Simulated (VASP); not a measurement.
TePb: relaxation of cell and atoms with PBE0

Crystal: TePb.

```
Pb Te
1.0
     4.00229    0.00000    0.00000
     0.00000    4.00229    0.00000
     0.00000    0.00000    4.00229
Pb Te
1 1
Direct
  0.00000 0.00000 0.00000
  0.50000 0.50000 0.50000
```

```yaml
Program: VASP 6.6.1
Task: relaxation of cell and atoms
Functional: PBE0
Potentials_or_basis: VASP PAW PBE potentials, release 64 (Pb_d, Te)
Cutoff: 600 eV
k_mesh: 4 × 4 × 4
Occupations: fermi-dirac, width 0.05 eV
Spin: no spin polarisation
Dipole_correction: no
Grid_for_exact_exchange_PRECFOCK: Normal
Further_INCAR_settings: ALGO = Normal; EDIFF = 1e-06; IBRION = 2; EDIFFG = -0.01; NSW = 60; ISIF = 3
Share_of_exact_exchange: 0.25
```

The relaxed volume is 31.66 Å³/atom and the relaxed cell is a = 3.986 Å, b = 3.986 Å, c = 3.986 Å, α = 90.00°, β = 90.00°, γ = 90.00°. The space group after relaxing (to 0.1 Å) is Pm-3m (No. 221), the energy gained by relaxing is 0.8 meV/atom and the ionic steps are 4. The pressure after relaxing is 0.0 GPa. The band gap on the k mesh is zero (bands 10 and 11 overlap by 1.73 eV).

Step by step:
```tsv
step	energy change (eV)	largest force (eV/Å)	pressure (GPa)	volume (Å³)
1	0.0000	0.0000	-0.63	64.11
2	-0.0015	0.0000	0.21	62.94
3	-0.0017	0.0000	0.07	63.25
4	-0.0017	0.0000	0.01	63.33
```

Final structure:
```yaml
crystal:
  lattice:
    - [3.98597, 0.00000, 0.00000]
    - [0.00000, 3.98597, 0.00000]
    - [0.00000, 0.00000, 3.98597]
  atoms:
    - { symbol: Pb, position: [0.00000, 0.00000, 0.00000] }
    - { symbol: Te, position: [0.50000, 0.50000, 0.50000] }
```

Levels at points of the mesh, in eV from the Fermi level:
```
           k point  band 8  band 9  band 10  band 11  band 12  band 13
(0.00, 0.00, 0.00)   -2.34   -2.34    -2.34     4.68     4.68     6.34
(0.50, 0.00, 0.00)   -1.23   -0.69    -0.69     0.67     2.95     2.95
(0.50, 0.50, 0.00)   -5.54   -5.54     0.37     4.37     4.65     4.65
(0.50, 0.50, 0.50)   -3.31   -3.31    -3.31    -1.36    -1.36    -1.36
```

Run time: 24 min on 1 thread of Intel(R) Xeon(R) Platinum 8488C (Sapphire Rapids) (shared host), peak memory 0.2 GiB.

Caveat: the k points lie up to 0.39 Å⁻¹ apart in the final cell, too coarse for converged energies and pressures of a metal; the PAW data sets were made with another functional, which shifts forces and pressure a little; spin-orbit coupling is left out, which moves the levels of the heavy elements.
